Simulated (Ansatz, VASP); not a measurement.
ZnS in VASP and in Ansatz

```
CELL_PARAMETERS angstrom
3.81100 0.00000 0.00000
-1.90550 3.30042 0.00000
0.00000 0.00000 5.98464
ATOMIC_POSITIONS crystal
Zn 0.66667 0.33333 0.50000
Zn 0.33333 0.66667 0.00000
S 0.66667 0.33333 0.88500
S 0.33333 0.66667 0.38500
```

Alike in both runs: task single point; functional PBEsol; k mesh 7 × 7 × 4; occupations fermi-dirac, width 0.05 eV; no spin polarisation.

```csv
,VASP,Ansatz
version,VASP 6.6.1,Ansatz 0.2.0
potentials or method,"VASP PAW PBE potentials, release 64 (Zn, S)",Ansatz PAW
plane-wave cutoff (eV),520,420
valence electrons in the cell,36,36
```

Ansatz gave:

```
gap on the k mesh at the Fermi level (eV)                     : 2.23
least direct gap on the mesh (eV)                             : 2.23
pressure (GPa)                                                : 1.8
traceless stress, the component that is largest in VASP (GPa) : 2.53
rms of the force components (eV/Å)                            : 0.039
```

**Question.** Estimate VASP's values.

**Answer.** gap on the k mesh at the Fermi level (eV): 2.24; least direct gap on the mesh (eV): 2.24; pressure (GPa): 2.0; traceless stress, the component that is largest in VASP (GPa): 2.53; rms of the force components (eV/Å): 0.038.

VASP's potentials were made for PBE, not for PBEsol. Atom by atom the forces differ by 0.001 eV/Å (rms over components).

Noted on Ansatz's run: odd divisions of the mesh miss points on the zone boundary, where band edges often lie, so the gap on the mesh can be too wide.
